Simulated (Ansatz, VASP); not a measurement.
## One calculation of BP, two programs

```
CELL_PARAMETERS angstrom
0.00000 2.60935 2.26900
2.60935 0.00000 2.26900
2.60935 2.60935 0.00000
ATOMIC_POSITIONS crystal
B 0.00000 0.00000 0.00000
P 0.75000 0.75000 0.75000
```

Change from the starting cell: strain +0.1500 x Voigt [1, 1, 0, 0, 0, 0], atoms carried along.

Alike in both runs: task single point; functional r2SCAN; k mesh 10 × 10 × 10; occupations gaussian, width 0.05 eV; no spin polarisation.

|  | VASP | Ansatz |
| --- | --- | --- |
| version | VASP 6.6.1 | Ansatz 0.2.0 |
| potentials or method | VASP PAW PBE potentials, release 64 (B, P), cutoff 520 eV | scalar-relativistic, plane waves, PAW |
| valence electrons in the cell | 8 | 8 |

VASP gave:

| Item | Value |
| --- | --- |
| gap on the k mesh at the Fermi level (eV) | none |
| pressure (GPa) | -27.5 |
| traceless stress, the component that is largest in VASP (GPa) | 16.40 |

**Question.** What did Ansatz give for the same quantities?

**Answer.** gap on the k mesh at the Fermi level (eV): none; pressure (GPa): -27.2; traceless stress, the component that is largest in VASP (GPa): 16.31.

VASP's potentials were made for PBE, not for r2SCAN. A gap of «none» marks a metal or a gap that the smearing closes.
